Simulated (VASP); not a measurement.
Si3Br, 4 atoms in the cell. The structure is tetragonal, space group P4/mmm (No. 123). Conventional cell: a = 4.864 Å, b = 4.864 Å, c = 3.083 Å, α = 90.00°, β = 90.00°, γ = 90.00°. Within 3.8 Å of Si (site symmetry mmm) lie 10 Si at 2.88 to 3.44 Å and 4 Br at 2.88 Å. Si (site symmetry 4/mmm) has 10 Si at 2.88 to 3.08 Å and 4 Br at 3.44 Å within 3.8 Å. Within 3.8 Å of Br (site symmetry 4/mmm) lie 12 Si at 2.88 to 3.44 Å and 2 Br at 3.08 Å. 

| Property | Result |
| --- | --- |
| Program | VASP 6.6.1 |
| Task | single point |
| Functional | PBE |
| Potentials or basis | VASP PAW PBE potentials, release 64 (Si, Br) |
| Cutoff | 520 eV |
| k mesh | 12 × 12 × 12 |
| Occupations | gaussian, width 0.1 eV |
| Spin | no spin polarisation |
| Dipole correction | no |
| Further INCAR settings | ALGO = Normal; EDIFF = 1e-06; NBANDS = 18 |

Potentials or basis: VASP PAW PBE potentials, release 64 (Si, Br).

The run is started by

```bash
$ cat potpaw_PBE.64/Si/POTCAR potpaw_PBE.64/Br/POTCAR > POTCAR
$ mpirun -np 1 vasp_std > vasp.out
```

Hardware: 1 thread of AMD EPYC 9R45 96-Core Processor (Zen 5) (shared host).

Q: Estimate the wall time of this run.

A: It took 88 s on 1 thread of AMD EPYC 9R45 96-Core Processor (Zen 5), on a shared host, peak memory 0.31 GiB. Counts: scf iterations 13, k points 196.
